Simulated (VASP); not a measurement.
# Na (Im-3m) in VASP: further runs

Runs on Na. Level: PBE. Tasks: single point.

Program: VASP 6.6.1. These are calculated values, not measurements. Logs are shortened: lines on timing, memory, paths and dates and some standing lists are left out, and cuts for length are marked.

### Step 1. The cell of the first run

The structure is cubic, space group Im-3m (No. 229). The conventional cell has a = 4.197 Å, b = 4.197 Å, c = 4.197 Å, α = 90.00°, β = 90.00°, γ = 90.00°. Within 4.8 Å of Na (site symmetry m-3m) lie 14 Na at 3.63 to 4.20 Å.

### Step 2. Single point, PBE

INCAR

```
PREC = Accurate ; ENCUT = 520
EDIFF = 1E-7 ; ISMEAR = -1
SIGMA = 0.1 ; LREAL = F
LASPH = T ; NELM = 60
ALGO = Normal ; ISIF = 2
LWAVE = F ; LCHARG = F
GGA = PE ; NBANDS = 10
```

KPOINTS

```
regular mesh
0
Gamma
  3 3 3
```

POSCAR

```
Na
1.0
   -2.0985562613      2.0985562613      2.0985562613
    2.0985562613     -2.0985562613      2.0985562613
    2.0985562613      2.0985562613     -2.0985562613
Na
1
Direct
    0.0000000000      0.0000000000      0.0000000000
```

Potentials or basis: VASP PAW PBE potentials, release 64 (Na_pv).

The run is started by

```
> cat potpaw_PBE.64/Na_pv/POTCAR > POTCAR
> mpirun -np 1 vasp_std > vasp.out
```

OUTCAR:

```text
PREC = Accurate
   ENCUT = 520
   EDIFF = 1E-7
   ISMEAR = -1
   LREAL = F
   LASPH = T
   NELM = 60
   ISIF = 2
   GGA = PE

 ion  position               nearest neighbor table
   1  0.000  0.000  0.000-

  LATTYP: Found a body centered cubic cell.
 ALAT       =     4.1971125226

  Lattice vectors:

 A1 = (  -2.0985562613,   2.0985562613,   2.0985562613)
 A2 = (   2.0985562613,  -2.0985562613,   2.0985562613)
 A3 = (   2.0985562613,   2.0985562613,  -2.0985562613)

Analysis of symmetry for initial positions (statically):
=====================================================================
 Subroutine PRICEL returns:
 Original cell was already a primitive cell.

 Routine SETGRP: Setting up the symmetry group for a
 body centered cubic supercell.

 Subroutine GETGRP returns: Found 48 space group operations
 (whereof 48 operations were pure point group operations)
 out of a pool of 48 trial point group operations.

The static configuration has the point symmetry O_h .

Analysis of symmetry for dynamics (positions and initial velocities):
=====================================================================
 Subroutine PRICEL returns:
 Original cell was already a primitive cell.

 Routine SETGRP: Setting up the symmetry group for a
 body centered cubic supercell.

 Subroutine GETGRP returns: Found 48 space group operations
 (whereof 48 operations were pure point group operations)
 out of a pool of 48 trial point group operations.

The dynamic configuration has the point symmetry O_h .

 Subroutine INISYM returns: Found 48 space group operations
 (whereof 48 operations are pure point group operations),
 and found     1 'primitive' translations

----------------------------------------------------------------------------------------

                                     Primitive cell

  volume of cell :      36.9676

  direct lattice vectors                    reciprocal lattice vectors
    -2.098556261  2.098556261  2.098556261     0.000000000  0.238259040  0.238259040
     2.098556261 -2.098556261  2.098556261     0.238259040  0.000000000  0.238259040
     2.098556261  2.098556261 -2.098556261     0.238259040  0.238259040  0.000000000

  length of vectors
     3.634806067  3.634806067  3.634806067     0.336949166  0.336949166  0.336949166

  position of ions in fractional coordinates (direct lattice)
     0.000000000  0.000000000  0.000000000

  ion indices of the primitive-cell ions
   primitive index   ion index
                 1           1

----------------------------------------------------------------------------------------

 KPOINTS: regular mesh

Automatic generation of k-mesh.
 Grid dimensions read from file:
 generate k-points for:    3    3    3

 Generating k-lattice:

  Cartesian coordinates                     Fractional coordinates (reciprocal lattice)
     0.000000000  0.079419680  0.079419680     0.333333333  0.000000000  0.000000000
     0.079419680  0.000000000  0.079419680     0.000000000  0.333333333  0.000000000
     0.079419680  0.079419680  0.000000000     0.000000000  0.000000000  0.333333333

  Length of vectors
     0.112316389  0.112316389  0.112316389

  Shift w.r.t. Gamma in fractional coordinates (k-lattice)
     0.000000000  0.000000000  0.000000000

 Subroutine IBZKPT returns following result:
 ===========================================

 Found      4 irreducible k-points:

 Following reciprocal coordinates:
            Coordinates               Weight
  0.000000  0.000000  0.000000      1.000000
  0.333333  0.000000  0.000000     12.000000
  0.333333  0.333333  0.000000      8.000000
 -0.333333  0.333333  0.333333      6.000000
   k-points           NKPTS =      4   k-points in BZ     NKDIM =      4   number of bands    NBANDS=     10
   number of dos      NEDOS =    301   number of ions     NIONS =      1
   total plane-waves  NPLWV =  21952
   dimension x,y,z NGX =    28 NGY =   28 NGZ =   28
   dimension x,y,z NGXF=    56 NGYF=   56 NGZF=   56
   ions per type =               1
   NGX,Y,Z   is equivalent  to a cutoff of  12.81, 12.81, 12.81 a.u.
   NGXF,Y,Z  is equivalent  to a cutoff of  25.61, 25.61, 25.61 a.u.
 SYSTEM =  unknown system
   PREC   = accura    normal or accurate (medium, high low for compatibility)
   ISTART =      0    job   : 0-new  1-cont  2-samecut
   ICHARG =      2    charge: 1-file 2-atom 10-const
   ISPIN  =      1    spin polarized calculation?
   LNONCOLLINEAR =      F non collinear calculations
   LSORBIT =      F    spin-orbit coupling
   LASPH  =      T    aspherical Exc in radial PAW
   ENCUT  =  520.0 eV  38.22 Ry    6.18 a.u.   6.76  6.76  6.76*2*pi/ulx,y,z
   NELM   =     60;   NELMIN=  2; NELMDL= -5     # of ELM steps
   EDIFF  = 0.1E-06   stopping-criterion for ELM
   LREAL  =      F    real-space projection
   EDIFFG = 0.1E-05   stopping-criterion for IOM
   NSW    =      0    number of steps for IOM
   IBRION =     -1    ionic relax: 0-MD 1-quasi-New 2-CG
   NFREE  =      0    steps in history (QN), initial steepest desc. (CG)
   ISIF   =      2    stress and relaxation
   ISYM   =      2    0-nonsym 1-usesym 2-fastsym
   POTIM  = 0.5000    time-step for ionic-motion
   TEBEG  =    0.0;   TEEND  =   0.0 temperature during run
   PSTRESS=    0.0 pullay stress
   NELECT =       7.0000    total number of electrons
   NUPDOWN=      -1.0000    fix difference up-down
   EMIN   =  10.00;   EMAX   =-10.00  energy-range for DOS
   EFERMI =   0.00;   METHOD = LEGACY
   ISMEAR =    -1;   SIGMA  =   0.10  broadening in eV -4-tet -1-fermi 0-gaus
   EFERMI_NEDOS =   21; number of points for ismear=-14 and -15
   IALGO  =     38    algorithm
   IMIX   =      4    mixing-type and parameters
     AMIX     =   0.40;   BMIX     =  1.00
     AMIX_MAG =   1.60;   BMIX_MAG =  1.00
  volume/ion in A,a.u.               =      36.97       249.47
  Fermi-wavevector in a.u.,A,eV,Ry     =   0.940085  1.776502 12.024270  0.883759
  Thomas-Fermi vector in A             =   2.067461
   LORBIT       =      0    0 simple, 1 ext, 2 COOP (PROOUT), +10 PAW based schemes
   GGA     = PE    functional components
   LHFCALC =     F    Hartree Fock is set to
   AEXX    =    0.0000 exact exchange contribution
   IVDW    =     0    specifies the selected vdW correction
   LEPSILON=     F    determine dielectric tensor
   LRPA    =     F    only Hartree local field effects (RPA)
 non-spin polarized calculation
  energy-cutoff  :      520.00
  volume of cell :       36.97
 maximum number of plane-waves:      1005
   NGX = 13   NGY = 13   NGZ = 13

 number of electron       7.0000004 magnetization

 Free energy of the ion-electron system (eV)
  ---------------------------------------------------
  ext. energy  EPLUGINS =         0.00000000
  ---------------------------------------------------
  free energy    TOTEN  =        -1.46411825 eV

  energy without entropy =       -1.45136980  energy(sigma->0) =       -1.45774402

 E-fermi :   0.6009     XC(G=0):  -6.5088

 val. band max:       -1.0183993305   @ k =   0.3333   0.0000   0.0000
 cond. band min:       0.8407245354   @ k =  -0.3333   0.3333   0.3333
 fundamental gap:      1.8591238659
 Fermi energy:         0.6009351979

 k-point     1 :       0.0000    0.0000    0.0000
  band No.  band energies     occupation
      1     -24.5618      2.00000
      2     -24.5618      2.00000
      3     -24.5618      2.00000
      4      -2.9463      2.00000
      5      12.0875      0.00000
      6      12.0876      0.00000
      7      12.0876      0.00000
      8      13.0910      0.00000
      9      13.0910      0.00000
     10      13.6486      0.00000

 k-point     2 :       0.3333    0.0000    0.0000
  band No.  band energies     occupation
      1     -24.5888      2.00000
      2     -24.5709      2.00000
      3     -24.5617      2.00000
      4      -1.0184      2.00000
      5       4.4968      0.00000
      6       9.0200      0.00000
      7       9.8712      0.00000
      8      10.0314      0.00000
      9      11.1399      0.00000
     10      15.3314      0.00000

 k-point     3 :       0.3333    0.3333    0.0000
  band No.  band energies     occupation
      1     -24.5865      2.00000
      2     -24.5865      2.00000
      3     -24.5663      2.00000
      4       2.4012      0.00000
      5       2.4012      0.00000
      6       3.3790      0.00000
      7       8.3266      0.00000
      8      13.0927      0.00000
      9      13.0927      0.00000
     10      14.4754      0.00000

 k-point     4 :      -0.3333    0.3333    0.3333
  band No.  band energies     occupation
      1     -24.5854      2.00000
      2     -24.5810      2.00000
      3     -24.5810      2.00000
      4       0.8407      0.16667
      5       5.8075      0.00000
      6       6.0657      0.00000
      7       6.0657      0.00000
      8       7.7639      0.00000
      9      12.0565      0.00000
     10      15.8209      0.00000

------------------------ aborting loop because EDIFF is reached ----------------------------------------

  FORCE on cell =-STRESS in cart. coord.  units (eV):
  Direction    XX          YY          ZZ          XY          YZ          ZX
  --------------------------------------------------------------------------------------
  -------------------------------------------------------------------------------------
  Total       -0.0887172     -0.0887172     -0.0887172      0.0000000     -0.0000000     -0.0000000
  in kB       -3.8450037     -3.8450037     -3.8450037      0.0000000     -0.0000000     -0.0000000
  external PRESSURE =      -3.8450037 kB  Pullay stress =       0.0000000 kB

 VOLUME and BASIS-vectors are now :
 -----------------------------------------------------------------------------
  energy-cutoff  :      520.00
  volume of cell :       36.97
      direct lattice vectors                 reciprocal lattice vectors
    -2.098556261  2.098556261  2.098556261     0.000000000  0.238259040  0.238259040
     2.098556261 -2.098556261  2.098556261     0.238259040  0.000000000  0.238259040
     2.098556261  2.098556261 -2.098556261     0.238259040  0.238259040  0.000000000

 POSITION                                       TOTAL-FORCE (eV/Angst)
 -----------------------------------------------------------------------------------
      0.00000      0.00000      0.00000         0.000000      0.000000      0.000000
 -----------------------------------------------------------------------------------
    total drift:                               -0.000000     -0.000000     -0.000000

  FREE ENERGIE OF THE ION-ELECTRON SYSTEM (eV)
  ---------------------------------------------------
  free  energy   TOTEN  =        -1.4641182536 eV

  energy  without entropy=       -1.4513697963  energy(sigma->0) =       -1.45774402
```

Wall time 3.2 s (1 thread of Intel Xeon 8259CL, shared host); peak memory 0.14 GiB.

Results:

| Item | Value |
| --- | --- |
| Free energy | -1.4641 eV |
| Pressure | -0.4 GPa |
| Band gap on the k mesh | zero (an odd number of electrons rules out a gap without spin polarisation) |

Caveat: the k points lie up to 0.71 Å⁻¹ apart, too coarse for converged energies and pressures of a metal.

### Step 3. Single point, PBE

INCAR

```
SYSTEM = Na
ALGO     = Normal         ! electronic algorithm
EDIFF    = 1E-7           ! SCF threshold, eV
ENCUT    = 520            ! plane-wave cutoff, eV
GGA      = PE             ! functional
ISIF     = 2              ! what is computed and relaxed
ISMEAR   = -1             ! smearing method
LASPH    = .True.         ! aspherical terms in the spheres
LCHARG   = .True.         ! write CHGCAR
LELF     = .True.         ! ELF
LREAL    = .False.        ! projectors in reciprocal space
LVHAR    = .True.       
LWAVE    = .False.        ! write WAVECAR
NBANDS   = 10             ! bands
NELM     = 100            ! most SCF steps
PREC     = Accurate       ! precision mode
SIGMA    = 0.1            ! smearing width, eV
```

KPOINTS

```
k-points
0
Gamma
  4 4 4
  0 0 0
```

POSCAR is that of step 2.

Potentials or basis: VASP PAW PBE potentials, release 64 (Na_pv).

The run is started by

```
> cat potpaw_PBE.64/Na_pv/POTCAR > POTCAR
> mpirun -np 1 vasp_std > vasp.out
```

It took 5.7 s on 1 thread of Intel Xeon 8259CL, shared host; peak memory 0.14 GiB.

The run converged. Its results:

- Free energy: -1.2369 eV
- Pressure: 0.3 GPa
- Band gap on the k mesh: zero (an odd number of electrons rules out a gap without spin polarisation)

Levels at points of the mesh, in eV from the Fermi level:
| k point | band 1 | band 2 | band 3 | band 4 | band 5 | band 6 | band 7 |
| --- | --- | --- | --- | --- | --- | --- | --- |
| (0.00, 0.00, 0.00) | -24.84 | -24.84 | -24.84 | -3.23 | 11.81 | 11.81 | 11.81 |
| (0.50, 0.00, 0.00) | -24.88 | -24.86 | -24.84 | 0.81 | 1.28 | 8.27 | 9.23 |
| (0.50, 0.50, 0.50) | -24.87 | -24.87 | -24.87 | 4.58 | 4.58 | 4.96 | 4.96 |

Caveat: the k points lie up to 0.53 Å⁻¹ apart, too coarse for converged energies and pressures of a metal.

### Step 4. Single point, PBE

INCAR

```
SYSTEM = Na
PREC = Accurate
ENCUT = 520
EDIFF = 1E-7
ISMEAR = -1
SIGMA = 0.1
LREAL = .FALSE.
LASPH = .TRUE.
NELM = 80
ALGO = Normal
ISIF = 2
LWAVE = .FALSE.
LCHARG = .FALSE.
GGA = PE
NBANDS = 10
```

KPOINTS

```
Automatic mesh
0
G
  5 5 5
  0 0 0
```

POSCAR is that of step 3.

Potentials or basis: VASP PAW PBE potentials, release 64 (Na_pv).

The run is started by

```
> cat potpaw_PBE.64/Na_pv/POTCAR > POTCAR
> mpirun -np 1 vasp_std > vasp.out
```

OUTCAR:

```text
SYSTEM = Na
   PREC = Accurate
   ENCUT = 520
   EDIFF = 1E-7
   ISMEAR = -1
   LREAL = .FALSE.
   LASPH = .TRUE.
   NELM = 80
   ISIF = 2
   GGA = PE

 ion  position               nearest neighbor table
   1  0.000  0.000  0.000-

  LATTYP: Found a body centered cubic cell.
 ALAT       =     4.1971125226

  Lattice vectors:

 A1 = (  -2.0985562613,   2.0985562613,   2.0985562613)
 A2 = (   2.0985562613,  -2.0985562613,   2.0985562613)
 A3 = (   2.0985562613,   2.0985562613,  -2.0985562613)

Analysis of symmetry for initial positions (statically):
=====================================================================
 Subroutine PRICEL returns:
 Original cell was already a primitive cell.

 Routine SETGRP: Setting up the symmetry group for a
 body centered cubic supercell.

 Subroutine GETGRP returns: Found 48 space group operations
 (whereof 48 operations were pure point group operations)
 out of a pool of 48 trial point group operations.

The static configuration has the point symmetry O_h .

Analysis of symmetry for dynamics (positions and initial velocities):
=====================================================================
 Subroutine PRICEL returns:
 Original cell was already a primitive cell.

 Routine SETGRP: Setting up the symmetry group for a
 body centered cubic supercell.

 Subroutine GETGRP returns: Found 48 space group operations
 (whereof 48 operations were pure point group operations)
 out of a pool of 48 trial point group operations.

The dynamic configuration has the point symmetry O_h .

 Subroutine INISYM returns: Found 48 space group operations
 (whereof 48 operations are pure point group operations),
 and found     1 'primitive' translations

----------------------------------------------------------------------------------------

[... 96 lines left out ...]
  volume/ion in A,a.u.               =      36.97       249.47
  Fermi-wavevector in a.u.,A,eV,Ry     =   0.940085  1.776502 12.024270  0.883759
  Thomas-Fermi vector in A             =   2.067461
   LORBIT       =      0    0 simple, 1 ext, 2 COOP (PROOUT), +10 PAW based schemes
   GGA     = PE    functional components
   LHFCALC =     F    Hartree Fock is set to
   AEXX    =    0.0000 exact exchange contribution
   IVDW    =     0    specifies the selected vdW correction
   LEPSILON=     F    determine dielectric tensor
   LRPA    =     F    only Hartree local field effects (RPA)
 non-spin polarized calculation
  energy-cutoff  :      520.00
  volume of cell :       36.97
 maximum number of plane-waves:      1007
   NGX = 13   NGY = 13   NGZ = 13

 number of electron       7.0000004 magnetization

 Free energy of the ion-electron system (eV)
  ---------------------------------------------------
  ext. energy  EPLUGINS =         0.00000000
  ---------------------------------------------------
  free energy    TOTEN  =        -1.32328136 eV

  energy without entropy =       -1.29894704  energy(sigma->0) =       -1.31111420

 E-fermi :   0.3933     XC(G=0):  -6.5096

 val. band max:       -0.1941444417   @ k =   0.4000   0.0000   0.0000
 cond. band min:       0.4715972249   @ k =  -0.4000   0.4000   0.2000
 fundamental gap:      0.6657416667
 Fermi energy:         0.3932929133

 k-point     1 :       0.0000    0.0000    0.0000
  band No.  band energies     occupation
      1     -24.5624      2.00000
      2     -24.5624      2.00000
      3     -24.5624      2.00000
      4      -2.9470      2.00000
      5      12.0878      0.00000
      6      12.0878      0.00000
      7      12.0878      0.00000
      8      13.0894      0.00000
      9      13.0894      0.00000
     10      13.6473      0.00000
[... 105 lines left out ...]
 k-point    10 :      -0.4000    0.4000    0.4000
  band No.  band energies     occupation
      1     -24.5879      2.00000
      2     -24.5859      2.00000
      3     -24.5859      2.00000
      4       2.4136      0.00000
      5       5.2011      0.00000
      6       5.5389      0.00000
      7       5.5389      0.00000
      8       6.9329      0.00000
      9       9.7248      0.00000
     10      17.4406      0.00000

------------------------ aborting loop because EDIFF is reached ----------------------------------------

  FORCE on cell =-STRESS in cart. coord.  units (eV):
  Direction    XX          YY          ZZ          XY          YZ          ZX
  --------------------------------------------------------------------------------------
  -------------------------------------------------------------------------------------
  Total        0.0051484      0.0051484      0.0051484     -0.0000000     -0.0000000      0.0000000
  in kB        0.2231331      0.2231331      0.2231331     -0.0000000     -0.0000000      0.0000000
  external PRESSURE =       0.2231331 kB  Pullay stress =       0.0000000 kB

 VOLUME and BASIS-vectors are now :
 -----------------------------------------------------------------------------
  energy-cutoff  :      520.00
  volume of cell :       36.97
      direct lattice vectors                 reciprocal lattice vectors
    -2.098556261  2.098556261  2.098556261     0.000000000  0.238259040  0.238259040
     2.098556261 -2.098556261  2.098556261     0.238259040  0.000000000  0.238259040
     2.098556261  2.098556261 -2.098556261     0.238259040  0.238259040  0.000000000

 POSITION                                       TOTAL-FORCE (eV/Angst)
 -----------------------------------------------------------------------------------
      0.00000      0.00000      0.00000        -0.000000      0.000000      0.000000
 -----------------------------------------------------------------------------------
    total drift:                                0.000000     -0.000000     -0.000000

  FREE ENERGIE OF THE ION-ELECTRON SYSTEM (eV)
  ---------------------------------------------------
  free  energy   TOTEN  =        -1.3232813581 eV

  energy  without entropy=       -1.2989470420  energy(sigma->0) =       -1.31111420
```

stdout:

```text
POSCAR found type information on POSCAR Na
 POSCAR found :  1 types and       1 ions
 scaLAPACK will be used
 LDA part: xc-table for (Slater+PW92), standard interpolation
 POSCAR, INCAR and KPOINTS ok, starting setup
 FFT: planning ... GRIDC
 FFT: planning ... GRID_SOFT
 FFT: planning ... GRID
 WAVECAR not read
 entering main loop
```

Run time: 5.5 s. Hardware: 1 thread of Intel Xeon 8259CL, shared host; peak memory 0.14 GiB.

Results:

| Item | Value |
| --- | --- |
| Free energy | -1.3233 eV |
| Pressure | 0.0 GPa |
| Band gap on the k mesh | zero (an odd number of electrons rules out a gap without spin polarisation) |

Caveat: the k points lie up to 0.42 Å⁻¹ apart, too coarse for converged energies and pressures of a metal.

### Step 5. The runs side by side

| k mesh | gap on the mesh (eV) | pressure (GPa) |
| --- | --- | --- |
| 3 × 3 × 3 | none | -0.4 |
| 4 × 4 × 4 | none | 0.3 |
| 5 × 5 × 5 | none | 0.0 |

Alike in all rows: task single point; level PBE; potentials or basis VASP PAW PBE potentials, release 64 (Na_pv); no spin polarisation; cell as given; cutoff (eV) 520; smearing fermi-dirac 0.1 eV.

Caveats: all runs use coarse meshes.

Absolute energies hang on the potentials; compare differences alone.
